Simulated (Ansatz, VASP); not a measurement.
## One calculation of MgRh, two programs

File INCAR:

```
  PREC = Accurate
  ENCUT = 520
  EDIFF = 1E-7
  ISMEAR = 1
  SIGMA = 0.1
  LREAL = F
  LASPH = T
  NELM = 100
  ALGO = Normal
  ISIF = 2
  LWAVE = F
  LCHARG = F
  NBANDS = 16
```

File KPOINTS:

```
regular mesh
0
Gamma
  7 7 7
```

File POSCAR:

```
MgRh
1.0
    3.0783993733      0.0000000000      0.0000000000
    0.0000000000      3.0783993733      0.0000000000
    0.0000000000      0.0000000000      3.0783993733
Mg Rh
1 1
Direct
    0.0000000000      0.0000000000      0.0000000000
    0.5000000000      0.5000000000      0.5000000000
```

Input for Ansatz:

```yaml
crystal:
  lattice:
    - [3.0783993732650297, 0.0, 0.0]
    - [0.0, 3.0783993732650297, 0.0]
    - [0.0, 0.0, 3.0783993732650297]
  atoms:
    - { symbol: Mg, position: [0.0, 0.0, 0.0] }
    - { symbol: Rh, position: [0.5, 0.5, 0.5] }
basis:
  ecutwfc: 500.0
kpoints:
  mp_grid:
    grid: [7, 7, 7]
hamiltonian:
  xc: lda
scf:
  mixing:
    algorithm: msr1
    beta: 0.2
    ndim: 8
  occupations:
    method: cold
output:
  stress: true
```

Alike in both runs: task single point; functional LDA; k mesh 7 × 7 × 7; no spin polarisation.

|  | VASP | Ansatz |
| --- | --- | --- |
| version | VASP 6.6.1 | Ansatz 0.2.0 |
| potentials or method | VASP PAW LDA potentials, release 64 (Mg, Rh_pv), cutoff 520 eV | plane waves, PAW |
| occupations | methfessel-paxton of order 1, width 0.1 eV | cold |
| valence electrons in the cell | 17 | 27 |

```csv
,VASP,Ansatz,Ansatz less VASP
pressure (GPa),-4.3,-3.9,+0.33
```

LDA's correlation is that of Perdew and Zunger in VASP and of Perdew and Wang (1992) in Ansatz. VASP's potentials hold 17 valence electrons a cell and Ansatz's 27, so a difference there can come from the potentials and not from the codes.
